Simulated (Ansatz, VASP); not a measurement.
# LuHg in VASP and in Ansatz

```
Lu Hg
1.0
     3.58279    0.00000    0.00000
     0.00000    3.58279    0.00000
     0.00000    0.00000    3.58279
Lu Hg
1 1
Direct
  0.50000 0.50000 0.50000
  0.00000 0.00000 0.00000
```

Change from the starting cell: volume scaled by 0.98.

Alike in both runs: task single point; functional LDA; k mesh 10 × 10 × 10; occupations fermi-dirac, width 0.05 eV; no spin polarisation.

|  | VASP | Ansatz |
| --- | --- | --- |
| version | VASP 6.6.1 | Ansatz 0.2.0 |
| potentials or method | VASP PAW PBE potentials, release 64 (Lu, Hg), cutoff 520 eV | all-electron LAPW, scalar-relativistic |

```csv
,VASP,Ansatz,Ansatz less VASP
pressure (GPa),-2.1,-2.7,-0.61
```

VASP's potentials were made for PBE, not for LDA. LDA's correlation is that of Perdew and Zunger in VASP and of Perdew and Wang (1992) in Ansatz. Ansatz ran all-electron here, and VASP with PAW potentials.

Neither program's run includes spin-orbit coupling.
